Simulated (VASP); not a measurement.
# Mg (R-3m) in VASP: notebook

The runs below take Mg through single point, relaxation of cell and atoms, with PBE.

Program: VASP 6.6.1. These are calculated values, not measurements. Logs are shortened: lines on timing, memory, paths and dates and some standing lists are left out, and cuts for length are marked.

## Step 1: The cell of the first run

Symmetry: R-3m, No. 166, trigonal system. The conventional cell has a = 7.290 Å, b = 7.290 Å, c = 18.648 Å, α = 90.00°, β = 90.00°, γ = 120.00°. Mg (site symmetry m) has 6 Mg at 2.48 to 2.68 Å within 3.3 Å. Mg (site symmetry m) has 7 Mg at 2.65 to 2.98 Å within 3.5 Å.

## Step 2: Single point, PBE

Contents of INCAR:

```
SYSTEM = Mg
PREC = Accurate
ENCUT = 520
EDIFF = 1E-7
ISMEAR = 0
SIGMA = 0.1
LREAL = .FALSE.
LASPH = .TRUE.
NELM = 100
ALGO = Normal
ISIF = 2
LWAVE = .FALSE.
LCHARG = .TRUE.
GGA = PE
LELF = .TRUE.
LVHAR = .TRUE.
NBANDS = 24
```

Contents of KPOINTS:

```
regular mesh
0
G
  3 3 3
  0 0 0
```

Contents of POSCAR:

```
Mg
1.0
    3.6449664690      2.1044223721      6.2161336964
   -3.6449664690      2.1044223721      6.2161336964
    0.0000000000     -4.2088447441      6.2161336964
Mg
12
Direct
    0.0101900000      0.6536100000      0.0101900000
    0.0101900000      0.0101900000      0.6536100000
    0.6536100000      0.0101900000      0.0101900000
    0.9898100000      0.3463900000      0.9898100000
    0.3463900000      0.9898100000      0.9898100000
    0.9898100000      0.9898100000      0.3463900000
    0.2211800000      0.6306000000      0.2211800000
    0.2211800000      0.2211800000      0.6306000000
    0.6306000000      0.2211800000      0.2211800000
    0.7788200000      0.3694000000      0.7788200000
    0.3694000000      0.7788200000      0.7788200000
    0.7788200000      0.7788200000      0.3694000000
```

Potentials or basis: VASP PAW PBE potentials, release 64 (Mg).

Started as:

```
> cat potpaw_PBE.64/Mg/POTCAR > POTCAR
> mpirun -np 1 vasp_std > vasp.out
```

OUTCAR:

```text
SYSTEM = Mg
   PREC = Accurate
   ENCUT = 520
   EDIFF = 1E-7
   ISMEAR = 0
   LREAL = .FALSE.
   LASPH = .TRUE.
   NELM = 100
   ISIF = 2
   GGA = PE

 ion  position               nearest neighbor table
   1  0.010  0.654  0.010-   4 2.48   3 2.60   2 2.60   7 2.67  12 2.68  11 2.68
   2  0.010  0.010  0.654-   6 2.48   3 2.60   1 2.60   8 2.67  10 2.68  11 2.68
   3  0.654  0.010  0.010-   5 2.48   1 2.60   2 2.60   9 2.67  12 2.68  10 2.68
   4  0.990  0.346  0.990-   1 2.48   5 2.60   6 2.60  10 2.67   8 2.68   9 2.68
   5  0.346  0.990  0.990-   3 2.48   4 2.60   6 2.60  11 2.67   8 2.68   7 2.68
   6  0.990  0.990  0.346-   2 2.48   4 2.60   5 2.60  12 2.67   9 2.68   7 2.68
   7  0.221  0.631  0.221-  11 2.65  12 2.65   1 2.67   6 2.68   5 2.68   9 2.98   8 2.98
   8  0.221  0.221  0.631-  10 2.65  11 2.65   2 2.67   4 2.68   5 2.68   7 2.98   9 2.98
   9  0.631  0.221  0.221-  10 2.65  12 2.65   3 2.67   6 2.68   4 2.68   7 2.98   8 2.98
  10  0.779  0.369  0.779-   9 2.65   8 2.65   4 2.67   2 2.68   3 2.68  11 2.98  12 2.98
  11  0.369  0.779  0.779-   7 2.65   8 2.65   5 2.67   2 2.68   1 2.68  10 2.98  12 2.98
  12  0.779  0.779  0.369-   7 2.65   9 2.65   6 2.67   3 2.68   1 2.68  10 2.98  11 2.98

  LATTYP: Found a trigonal (rhomboedric) cell.
 ALAT       =     7.5069762363
 COS(alpha) =     0.5284942553

  Lattice vectors:

 A1 = (   3.6449664690,   2.1044223721,   6.2161336964)
 A2 = (  -3.6449664690,   2.1044223721,   6.2161336964)
 A3 = (   0.0000000000,  -4.2088447441,   6.2161336964)

Analysis of symmetry for initial positions (statically):
=====================================================================
 Subroutine PRICEL returns:
 Original cell was already a primitive cell.

 Routine SETGRP: Setting up the symmetry group for a
 trigonal (rhombohedral) supercell.

 Subroutine GETGRP returns: Found 12 space group operations
 (whereof 12 operations were pure point group operations)
 out of a pool of 12 trial point group operations.

The static configuration has the point symmetry D_3d.

Analysis of symmetry for dynamics (positions and initial velocities):
=====================================================================
 Subroutine PRICEL returns:
 Original cell was already a primitive cell.

 Routine SETGRP: Setting up the symmetry group for a
 trigonal (rhombohedral) supercell.

 Subroutine GETGRP returns: Found 12 space group operations
 (whereof 12 operations were pure point group operations)
 out of a pool of 12 trial point group operations.

The dynamic configuration has the point symmetry D_3d.

 Subroutine INISYM returns: Found 12 space group operations
 (whereof 12 operations are pure point group operations),
 and found     1 'primitive' translations
[... 111 lines left out ...]
   ISMEAR =     0;   SIGMA  =   0.10  broadening in eV -4-tet -1-fermi 0-gaus
   EFERMI_NEDOS =   21; number of points for ismear=-14 and -15
   IALGO  =     38    algorithm
   IMIX   =      4    mixing-type and parameters
     AMIX     =   0.40;   BMIX     =  1.00
     AMIX_MAG =   1.60;   BMIX_MAG =  1.00
  volume/ion in A,a.u.               =      23.84       160.88
  Fermi-wavevector in a.u.,A,eV,Ry     =   0.716659  1.354289  6.987954  0.513600
  Thomas-Fermi vector in A             =   1.805137
   LORBIT       =      0    0 simple, 1 ext, 2 COOP (PROOUT), +10 PAW based schemes
   GGA     = PE    functional components
   LHFCALC =     F    Hartree Fock is set to
   AEXX    =    0.0000 exact exchange contribution
   IVDW    =     0    specifies the selected vdW correction
   LEPSILON=     F    determine dielectric tensor
   LRPA    =     F    only Hartree local field effects (RPA)
 non-spin polarized calculation
 Gauss-broadening in eV      SIGMA  =   0.10
  energy-cutoff  :      520.00
  volume of cell :      286.09
 maximum number of plane-waves:      7723
   NGX = 27   NGY = 27   NGZ = 27

 number of electron      24.0000000 magnetization

 Free energy of the ion-electron system (eV)
  ---------------------------------------------------
  ext. energy  EPLUGINS =         0.00000000
  ---------------------------------------------------
  free energy    TOTEN  =        -5.98721393 eV

  energy without entropy =       -5.93505941  energy(sigma->0) =       -5.96113667

 E-fermi :   2.3232     XC(G=0):  -8.1259

 val. band max:        2.3165065455   @ k =  -0.3333   0.3333   0.0000
 cond. band min:       2.3447028869   @ k =  -0.3333   0.3333   0.0000
 fundamental gap:      0.0281963414
 Fermi energy:         2.3232138785

 k-point     1 :       0.0000    0.0000    0.0000
  band No.  band energies     occupation
      1      -4.9596      2.00000
      2      -1.7520      2.00000
      3      -1.4759      2.00000
      4      -1.4759      2.00000
      5      -1.0574      2.00000
      6      -0.5804      2.00000
[... 151 lines left out ...]
     23       5.4547      0.00000
     24       5.6075      0.00000

------------------------ aborting loop because EDIFF is reached ----------------------------------------

  FORCE on cell =-STRESS in cart. coord.  units (eV):
  Direction    XX          YY          ZZ          XY          YZ          ZX
  --------------------------------------------------------------------------------------
  -------------------------------------------------------------------------------------
  Total       24.7533848     24.7533848     33.9017411      0.0000000      0.0000000     -0.0000000
  in kB      138.6267787    138.6267787    189.8604653      0.0000000      0.0000000     -0.0000000
  external PRESSURE =     155.7046742 kB  Pullay stress =       0.0000000 kB

 VOLUME and BASIS-vectors are now :
 -----------------------------------------------------------------------------
  energy-cutoff  :      520.00
  volume of cell :      286.09
      direct lattice vectors                 reciprocal lattice vectors
     3.644966469  2.104422372  6.216133696     0.137175473  0.079198296  0.053623900
    -3.644966469  2.104422372  6.216133696    -0.137175473  0.079198296  0.053623900
     0.000000000 -4.208844744  6.216133696     0.000000000 -0.158396593  0.053623900

 POSITION                                       TOTAL-FORCE (eV/Angst)
 -----------------------------------------------------------------------------------
     -2.34524      1.35403      4.18961         0.961360     -0.555042     -0.390596
      0.00000     -2.70805      4.18961         0.000000      1.110083     -0.390596
      2.34524      1.35403      4.18961        -0.961360     -0.555042     -0.390596
      2.34524     -1.35403     14.45879        -0.961360      0.555042      0.390596
     -2.34524     -1.35403     14.45879         0.961360      0.555042      0.390596
      0.00000      2.70805     14.45879         0.000000     -1.110083      0.390596
     -1.49232      0.86159      6.66966         2.038890     -1.177154      0.535296
      0.00000     -1.72319      6.66966         0.000000      2.354308      0.535296
      1.49232      0.86159      6.66966        -2.038890     -1.177154      0.535296
      1.49232     -0.86159     11.97874        -2.038890      1.177154     -0.535296
     -1.49232     -0.86159     11.97874         2.038890      1.177154     -0.535296
      0.00000      1.72319     11.97874         0.000000     -2.354308     -0.535296
 -----------------------------------------------------------------------------------
    total drift:                               -0.000000      0.000000      0.000000

  FREE ENERGIE OF THE ION-ELECTRON SYSTEM (eV)
  ---------------------------------------------------
  free  energy   TOTEN  =        -5.9872139287 eV

  energy  without entropy=       -5.9350594097  energy(sigma->0) =       -5.96113667
```

stdout:

```text
POSCAR found type information on POSCAR Mg
 POSCAR found :  1 types and      12 ions
 scaLAPACK will be used
 LDA part: xc-table for (Slater+PW92), standard interpolation
 POSCAR, INCAR and KPOINTS ok, starting setup
 FFT: planning ... GRIDC
 FFT: planning ... GRID_SOFT
 FFT: planning ... GRID
 WAVECAR not read
 entering main loop
```

Wall time 78 s (1 thread of Intel Xeon Platinum 8488C (Sapphire Rapids), shared host); peak memory 0.4 GiB.

Results:

- Free energy: -5.9872 eV
- Pressure: 15.6 GPa
- Largest force: 2.414 eV/Å
- Band gap on the k mesh: zero (bands 12 and 13 overlap by 0.73 eV)

Forces in eV/Å, atoms in the order of the input:
```
Mg   0.961 -0.555 -0.391
Mg   0.000  1.110 -0.391
Mg  -0.961 -0.555 -0.391
Mg  -0.961  0.555  0.391
Mg   0.961  0.555  0.391
Mg   0.000 -1.110  0.391
Mg   2.039 -1.177  0.535
Mg   0.000  2.354  0.535
Mg  -2.039 -1.177  0.535
Mg  -2.039  1.177 -0.535
Mg   2.039  1.177 -0.535
Mg   0.000 -2.354 -0.535
```

Stress tensor (GPa, compression positive):
```
13.86  0.00  0.00
 0.00 13.86  0.00
 0.00  0.00 18.99
```

Levels at points of the mesh, in eV from the Fermi level:
| k point | band 8 | band 9 | band 10 | band 11 | band 12 | band 13 | band 14 | band 15 | band 16 | band 17 |
| --- | --- | --- | --- | --- | --- | --- | --- | --- | --- | --- |
| (0.00, 0.00, 0.00) | -2.75 | -2.08 | -2.08 | -1.84 | -1.33 | -0.71 | -0.71 | 0.90 | 1.92 | 1.92 |

Caveat: the cell stands under pressure; forces of over 1 eV/Å act on the atoms, so gaps and moduli don't describe the material at rest.

## Step 3: Single point, PBE

This run uses another cell than the first one, of 31.13 Å³/atom.

Contents of INCAR:

```
SYSTEM = Mg
ALGO     = Normal         ! electronic algorithm
EDIFF    = 1E-6           ! SCF threshold, eV
ENCUT    = 520            ! plane-wave cutoff, eV
GGA      = PE             ! functional
ISIF     = 2              ! what is computed and relaxed
ISMEAR   = 0              ! smearing method
LASPH    = .TRUE.         ! aspherical terms in the spheres
LCHARG   = .TRUE.         ! write CHGCAR
LELF     = .TRUE.         ! ELF
LREAL    = .FALSE.        ! projectors in reciprocal space
LVHAR    = .TRUE.       
LWAVE    = .FALSE.        ! write WAVECAR
NBANDS   = 24             ! bands
NELM     = 100            ! most SCF steps
PREC     = Accurate       ! precision mode
SIGMA    = 0.1            ! smearing width, eV
```

Contents of KPOINTS:

```
k-points
0
G
  3 3 3
  0 0 0
```

Contents of POSCAR:

```
Mg
1.0
    3.8195478357      2.2052169711      7.3915320596
   -3.8195478357      2.2052169711      7.3915320596
    0.0000000000     -4.4104339422      7.3915320597
Mg
12
Direct
    0.0982805408      0.4931546980      0.0982805408
    0.0982805408      0.0982805408      0.4931546980
    0.4931546980      0.0982805408      0.0982805408
    0.9017194592      0.5068453020      0.9017194592
    0.5068453020      0.9017194592      0.9017194592
    0.9017194592      0.9017194592      0.5068453020
    0.2368520957      0.6338679689      0.2368520957
    0.2368520957      0.2368520957      0.6338679689
    0.6338679689      0.2368520957      0.2368520957
    0.7631479043      0.3661320311      0.7631479043
    0.3661320311      0.7631479043      0.7631479043
    0.7631479043      0.7631479043      0.3661320311
```

Potentials or basis: VASP PAW PBE potentials, release 64 (Mg).

Started as:

```
> cat potpaw_PBE.64/Mg/POTCAR > POTCAR
> mpirun -np 1 vasp_std > vasp.out
```

It took 89 s on 1 thread of Intel Xeon Platinum 8488C (Sapphire Rapids), shared host; peak memory 0.55 GiB.

It converged, with:

| Property | Result |
| --- | --- |
| Free energy | -13.1792 eV |
| Pressure | 0.2 GPa |
| Largest force | 0.012 eV/Å |
| Band gap on the k mesh | zero (bands 12 and 13 overlap by 0.90 eV) |

Forces on the atoms (eV/Å):
```
Mg  -0.004  0.002 -0.010
Mg   0.000 -0.005 -0.010
Mg   0.004  0.002 -0.010
Mg   0.004 -0.002  0.010
Mg  -0.004 -0.002  0.010
Mg   0.000  0.005  0.010
Mg   0.005 -0.003  0.010
Mg   0.000  0.006  0.010
Mg  -0.005 -0.003  0.010
Mg  -0.005  0.003 -0.010
Mg   0.005  0.003 -0.010
Mg   0.000 -0.006 -0.010
```

Stress tensor (GPa, compression positive):
```
0.10 0.00 0.00
0.00 0.10 0.00
0.00 0.00 0.29
```

Levels at points of the mesh, in eV from the Fermi level:
```tsv
k point	band 8	band 9	band 10	band 11	band 12	band 13	band 14	band 15	band 16	band 17
(0.00, 0.00, 0.00)	-2.38	-1.26	-1.26	-1.19	-0.80	-0.80	-0.66	-0.19	1.68	1.68
```

(Part 1 of 2 ends here.)
